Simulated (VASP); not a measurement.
## Ti: single point with PBE+U

The system is Ti.

```
Ti
1.0
    -1.64100    1.64100    1.64100
     1.64100   -1.64100    1.64100
     1.64100    1.64100   -1.64100
Ti
1
Direct
  0.00000 0.00000 0.00000
```

* Program: VASP 6.6.1
* Task: single point
* Functional: PBE
* Potentials or basis: VASP PAW PBE potentials, release 64 (Ti_sv)
* Cutoff: 520 eV
* k mesh: 11 × 11 × 11
* Occupations: methfessel-paxton, width 0.1 eV
* Spin: no spin polarisation
* Hubbard terms: Ti d U = 6.2 eV
* Dipole correction: no
* Further INCAR settings: ALGO = Fast; EDIFF = 1e-06; NBANDS = 12

```
Pressure               : 13.1 GPa
Band gap on the k mesh : zero (band 6 reaches 10.00 eV, above the bottom of band 7 at 8.03 eV)
```

Levels at points of the mesh, in eV from the Fermi level:
```tsv
k point	band 3	band 4	band 5	band 6	band 7	band 8	band 9	band 10
(0.00, 0.00, 0.00)	-34.37	-34.37	-6.76	1.31	1.31	1.31	2.84	2.84
```

Eigenvalues of the final occupation matrices:
```
    site  spin  trace               eigenvalues
site 1 d     1   0.80  0.15 0.15 0.15 0.18 0.18
site 1 d     2   0.80  0.15 0.15 0.15 0.18 0.18
```

Wall time 9.1 s on 1 thread of Intel(R) Xeon(R) 6975P-C (Granite Rapids), with other jobs on the host, peak memory 0.14 GiB.

Caveat: U without spin polarisation on a metal has little footing; the U is typed as a test and isn't derived for this compound.
